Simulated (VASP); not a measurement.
# Sb (P4/mmm) in VASP: single point with PBEsol

Aim: the single point of Sb with PBEsol.

All numbers are computed with VASP 6.6.1; they aren't measurements. Logs are shortened: lines on timing, memory, paths and dates and some standing lists are left out, and cuts for length are marked.

## Step 1: The cell of the first run

The structure is tetragonal, space group P4/mmm (No. 123). Conventional cell: a = 3.110 Å, b = 3.110 Å, c = 3.394 Å, α = 90.00°, β = 90.00°, γ = 90.00°. Within 4.1 Å of Sb (site symmetry 4/mmm) lie 6 Sb at 3.11 to 3.39 Å.

## Step 2: Single point, PBEsol (strained)

INCAR reads:

```
SYSTEM = Sb
ALGO     = Normal         ! electronic algorithm
EDIFF    = 1E-6           ! SCF threshold, eV
ENCUT    = 520            ! plane-wave cutoff, eV
GGA      = PS             ! functional
ISIF     = 2              ! what is computed and relaxed
ISMEAR   = 0              ! smearing method
LASPH    = .True.         ! aspherical terms in the spheres
LCHARG   = .True.         ! write CHGCAR
LELF     = .True.         ! ELF
LREAL    = .False.        ! projectors in reciprocal space
LVHAR    = .True.       
LWAVE    = .False.        ! write WAVECAR
NBANDS   = 8              ! bands
NELM     = 80             ! most SCF steps
PREC     = Accurate       ! precision mode
SIGMA    = 0.1            ! smearing width, eV
```

KPOINTS reads:

```
k-points
0
Gamma
  12 12 12
  0 0 0
```

POSCAR reads:

```
Sb
1.0
    3.3940296000      0.0000000000      0.0000000000
    0.0000000000      3.1096296000      0.0000000000
    0.0000000000      0.0000000000      3.1096296000
Sb
1
Direct
    0.0000000000      0.0000000000      0.0000000000
```

Potentials or basis: VASP PAW PBE potentials, release 64 (Sb).

The run is started by

```bash
$ cat potpaw_PBE.64/Sb/POTCAR > POTCAR
$ mpirun -np 1 vasp_std > vasp.out
```

OUTCAR:

```text
SYSTEM = Sb
   EDIFF = 1E-6
   ENCUT = 520
   GGA = PS
   ISIF = 2
   ISMEAR = 0
   LASPH = .True.
   LREAL = .False.
   NELM = 80
   PREC = Accurate

 ion  position               nearest neighbor table
   1  0.000  0.000  0.000-

  LATTYP: Found a simple tetragonal cell.
 ALAT       =     3.1096296000
 C/A-ratio  =     1.0914578379

  Lattice vectors:

 A1 = (   0.0000000000,   3.1096296000,   0.0000000000)
 A2 = (   0.0000000000,   0.0000000000,   3.1096296000)
 A3 = (   3.3940296000,   0.0000000000,   0.0000000000)

Analysis of symmetry for initial positions (statically):
=====================================================================
 Subroutine PRICEL returns:
 Original cell was already a primitive cell.

 Routine SETGRP: Setting up the symmetry group for a
 simple tetragonal supercell.

 Subroutine GETGRP returns: Found 16 space group operations
 (whereof 16 operations were pure point group operations)
 out of a pool of 16 trial point group operations.

The static configuration has the point symmetry D_4h.

Analysis of symmetry for dynamics (positions and initial velocities):
=====================================================================
 Subroutine PRICEL returns:
 Original cell was already a primitive cell.

 Routine SETGRP: Setting up the symmetry group for a
 simple tetragonal supercell.

 Subroutine GETGRP returns: Found 16 space group operations
 (whereof 16 operations were pure point group operations)
 out of a pool of 16 trial point group operations.

The dynamic configuration has the point symmetry D_4h.

 Subroutine INISYM returns: Found 16 space group operations
 (whereof 16 operations are pure point group operations),
 and found     1 'primitive' translations

----------------------------------------------------------------------------------------

                                     Primitive cell

  volume of cell :      32.8196

  direct lattice vectors                    reciprocal lattice vectors
     3.394029600  0.000000000  0.000000000     0.294635026  0.000000000  0.000000000
     0.000000000  3.109629600  0.000000000     0.000000000  0.321581709  0.000000000
     0.000000000  0.000000000  3.109629600     0.000000000  0.000000000  0.321581709

  length of vectors
     3.394029600  3.109629600  3.109629600     0.294635026  0.321581709  0.321581709

  position of ions in fractional coordinates (direct lattice)
     0.000000000  0.000000000  0.000000000

  ion indices of the primitive-cell ions
   primitive index   ion index
                 1           1

----------------------------------------------------------------------------------------

 KPOINTS: k-points

Automatic generation of k-mesh.
 Grid dimensions read from file:
 generate k-points for:   12   12   12

 Generating k-lattice:

  Cartesian coordinates                     Fractional coordinates (reciprocal lattice)
     0.024552919  0.000000000  0.000000000     0.083333333  0.000000000  0.000000000
     0.000000000  0.026798476  0.000000000     0.000000000  0.083333333  0.000000000
     0.000000000  0.000000000  0.026798476     0.000000000  0.000000000  0.083333333

  Length of vectors
     0.024552919  0.026798476  0.026798476

  Shift w.r.t. Gamma in fractional coordinates (k-lattice)
     0.000000000  0.000000000  0.000000000

 Subroutine IBZKPT returns following result:
 ===========================================

 Found    196 irreducible k-points:

 Following reciprocal coordinates:
            Coordinates               Weight
  0.000000  0.000000  0.000000      1.000000
  0.083333  0.000000  0.000000      2.000000
  0.166667  0.000000  0.000000      2.000000
  0.250000  0.000000  0.000000      2.000000
  0.333333  0.000000  0.000000      2.000000
  0.416667  0.000000  0.000000      2.000000
[... 16 lines left out ...]
  0.083333  0.250000  0.000000      8.000000
  0.166667  0.250000  0.000000      8.000000
 [... further k-points ...]
   k-points           NKPTS =    196   k-points in BZ     NKDIM =    196   number of bands    NBANDS=      8
   number of dos      NEDOS =    301   number of ions     NIONS =      1
   total plane-waves  NPLWV =  16128
   dimension x,y,z NGX =    28 NGY =   24 NGZ =   24
   dimension x,y,z NGXF=    56 NGYF=   48 NGZF=   48
   ions per type =               1
   NGX,Y,Z   is equivalent  to a cutoff of  13.71, 12.83, 12.83 a.u.
   NGXF,Y,Z  is equivalent  to a cutoff of  27.43, 25.66, 25.66 a.u.
 SYSTEM =  Sb
   PREC   = accura    normal or accurate (medium, high low for compatibility)
   ISTART =      0    job   : 0-new  1-cont  2-samecut
   ICHARG =      2    charge: 1-file 2-atom 10-const
   ISPIN  =      1    spin polarized calculation?
   LNONCOLLINEAR =      F non collinear calculations
   LSORBIT =      F    spin-orbit coupling
   LASPH  =      T    aspherical Exc in radial PAW
   ENCUT  =  520.0 eV  38.22 Ry    6.18 a.u.   6.31  5.78  5.78*2*pi/ulx,y,z
   NELM   =     80;   NELMIN=  2; NELMDL= -5     # of ELM steps
   EDIFF  = 0.1E-05   stopping-criterion for ELM
   LREAL  =      F    real-space projection
   EDIFFG = 0.1E-04   stopping-criterion for IOM
   NSW    =      0    number of steps for IOM
   IBRION =     -1    ionic relax: 0-MD 1-quasi-New 2-CG
   NFREE  =      0    steps in history (QN), initial steepest desc. (CG)
   ISIF   =      2    stress and relaxation
   ISYM   =      2    0-nonsym 1-usesym 2-fastsym
   POTIM  = 0.5000    time-step for ionic-motion
   TEBEG  =    0.0;   TEEND  =   0.0 temperature during run
   PSTRESS=    0.0 pullay stress
   NELECT =       5.0000    total number of electrons
   NUPDOWN=      -1.0000    fix difference up-down
   EMIN   =  10.00;   EMAX   =-10.00  energy-range for DOS
   EFERMI =   0.00;   METHOD = LEGACY
   ISMEAR =     0;   SIGMA  =   0.10  broadening in eV -4-tet -1-fermi 0-gaus
   EFERMI_NEDOS =   21; number of points for ismear=-14 and -15
   IALGO  =     38    algorithm
   IMIX   =      4    mixing-type and parameters
     AMIX     =   0.40;   BMIX     =  1.00
     AMIX_MAG =   1.60;   BMIX_MAG =  1.00
  volume/ion in A,a.u.               =      32.82       221.48
  Fermi-wavevector in a.u.,A,eV,Ry     =   0.874354  1.652289 10.401579  0.764495
  Thomas-Fermi vector in A             =   1.993873
   LORBIT       =      0    0 simple, 1 ext, 2 COOP (PROOUT), +10 PAW based schemes
   GGA     = PS    functional components
   LHFCALC =     F    Hartree Fock is set to
   AEXX    =    0.0000 exact exchange contribution
   IVDW    =     0    specifies the selected vdW correction
   LEPSILON=     F    determine dielectric tensor
   LRPA    =     F    only Hartree local field effects (RPA)
 non-spin polarized calculation
 Gauss-broadening in eV      SIGMA  =   0.10
  energy-cutoff  :      520.00
  volume of cell :       32.82
 maximum number of plane-waves:       904
 NGX is ok and might be reduce to    28
   NGX = 13   NGY = 11   NGZ = 11

 number of electron       4.9999999 magnetization

 Free energy of the ion-electron system (eV)
  ---------------------------------------------------
  ext. energy  EPLUGINS =         0.00000000
  ---------------------------------------------------
  free energy    TOTEN  =        -4.40630110 eV

  energy without entropy =       -4.40208742  energy(sigma->0) =       -4.40419426

 E-fermi :   5.8132     XC(G=0):  -9.3495

 val. band max:        5.8007491948   @ k =   0.0000   0.3333   0.2500
 cond. band min:       5.8249071606   @ k =   0.4167   0.4167   0.3333
 fundamental gap:      0.0241579658
 Fermi energy:         5.8132071699

 k-point     1 :       0.0000    0.0000    0.0000
  band No.  band energies     occupation
      1      -5.9281      2.00000
      2       7.4634      0.00000
      3       9.5834      0.00000
      4       9.5834      0.00000
      5      11.5927      0.00000
      6      13.2102      0.00000
      7      14.1058      0.00000
      8      22.6815      0.00000

 k-point     2 :       0.0833    0.0000    0.0000
  band No.  band energies     occupation
      1      -5.8566      2.00000
      2       6.6096      0.00000
      3       9.6498      0.00000
      4       9.6498      0.00000
      5      12.5894      0.00000
      6      13.2724      0.00000
      7      14.1927      0.00000
      8      21.9741      0.00000

 k-point     3 :       0.1667    0.0000    0.0000
  band No.  band energies     occupation
      1      -5.6480      2.00000
      2       5.0636      2.00000
      3       9.8400      0.00000
      4       9.8400      0.00000
      5      13.4556      0.00000
      6      14.2356      0.00000
      7      14.7736      0.00000
      8      20.7830      0.00000

 k-point     4 :       0.2500    0.0000    0.0000
  band No.  band energies     occupation
      1      -5.3242      2.00000
      2       3.5414      2.00000
      3      10.1243      0.00000
      4      10.1243      0.00000
      5      13.7475      0.00000
      6      14.7296      0.00000
      7      16.8716      0.00000
      8      19.6255      0.00000

 k-point     5 :       0.3333    0.0000    0.0000
  band No.  band energies     occupation
      1      -4.9353      2.00000
      2       2.2526      2.00000
      3      10.4454      0.00000
      4      10.4454      0.00000
      5      14.1150      0.00000
      6      15.2739      0.00000
      7      18.3843      0.00000
      8      18.6513      0.00000
[... 177 lines left out ...]
 k-point    22 :       0.0000    0.2500    0.0000
  band No.  band energies     occupation
      1      -5.0495      2.00000
      2       4.3634      2.00000
      3       8.2773      0.00000
      4      10.4121      0.00000
      5      12.4046      0.00000
      6      14.3700      0.00000
      7      18.3175      0.00000
      8      19.1595      0.00000

 k-point    23 :       0.0833    0.2500    0.0000
  band No.  band energies     occupation
      1      -4.9777      2.00000
      2       4.4330      2.00000
      3       7.4398      0.00000
      4      10.4787      0.00000
      5      13.3369      0.00000
      6      14.4202      0.00000
      7      17.0865      0.00000
      8      19.9050      0.00000

 k-point    24 :       0.1667    0.2500    0.0000
  band No.  band energies     occupation
      1      -4.7685      2.00000
      2       4.6324      2.00000
      3       5.9114      0.16512
      4      10.6696      0.00000
      5      14.4313      0.00000
      6      14.7376      0.00000
      7      16.2550      0.00000
      8      20.1755      0.00000

 [... further k-points ...]

------------------------ aborting loop because EDIFF is reached ----------------------------------------

  FORCE on cell =-STRESS in cart. coord.  units (eV):
  Direction    XX          YY          ZZ          XY          YZ          ZX
  --------------------------------------------------------------------------------------
  -------------------------------------------------------------------------------------
  Total       -1.8706222     -0.7630842     -0.7630842      0.0000000      0.0000000     -0.0000000
  in kB      -91.3195428    -37.2520433    -37.2520433      0.0000000      0.0000000     -0.0000000
  external PRESSURE =     -55.2745431 kB  Pullay stress =       0.0000000 kB

 VOLUME and BASIS-vectors are now :
 -----------------------------------------------------------------------------
  energy-cutoff  :      520.00
  volume of cell :       32.82
      direct lattice vectors                 reciprocal lattice vectors
     3.394029600  0.000000000  0.000000000     0.294635026  0.000000000  0.000000000
     0.000000000  3.109629600  0.000000000     0.000000000  0.321581709  0.000000000
     0.000000000  0.000000000  3.109629600     0.000000000  0.000000000  0.321581709

 POSITION                                       TOTAL-FORCE (eV/Angst)
 -----------------------------------------------------------------------------------
      0.00000      0.00000      0.00000         0.000000      0.000000      0.000000
 -----------------------------------------------------------------------------------
    total drift:                                0.000000      0.000000      0.000000

  FREE ENERGIE OF THE ION-ELECTRON SYSTEM (eV)
  ---------------------------------------------------
  free  energy   TOTEN  =        -4.4063010956 eV

  energy  without entropy=       -4.4020874199  energy(sigma->0) =       -4.40419426
```

Run time: 12 s. Hardware: 1 thread of Intel Xeon 6975P-C (Granite Rapids), shared host; peak memory 0.17 GiB.

Results:

| Quantity | Value |
| --- | --- |
| Free energy | -4.4063 eV |
| Pressure | -5.5 GPa |

Levels at points of the mesh, in eV from the Fermi level:
| k point | band 1 | band 2 | band 3 | band 4 | band 5 | band 6 |
| --- | --- | --- | --- | --- | --- | --- |
| (0.00, 0.00, 0.00) | -11.74 | 1.65 | 3.77 | 3.77 | 5.78 | 7.40 |
| (0.50, 0.00, 0.00) | -10.25 | -4.80 | 5.01 | 5.01 | 8.83 | 10.93 |
| (0.00, 0.50, 0.00) | -9.30 | -5.06 | 3.63 | 5.78 | 8.48 | 9.51 |
| (0.50, 0.50, 0.00) | -7.75 | -3.71 | -2.63 | 2.45 | 7.00 | 12.43 |
| (0.00, 0.50, 0.50) | -6.71 | -3.01 | -3.01 | 2.60 | 5.59 | 11.75 |
| (0.50, 0.50, 0.50) | -4.99 | -1.79 | -1.79 | -0.59 | 4.54 | 5.23 |

Caveat: the cell differs from its parent crystal (strained); the PAW data sets were made with another functional, which shifts forces and pressure a little; spin-orbit coupling is left out, which moves the levels of the heavy elements.
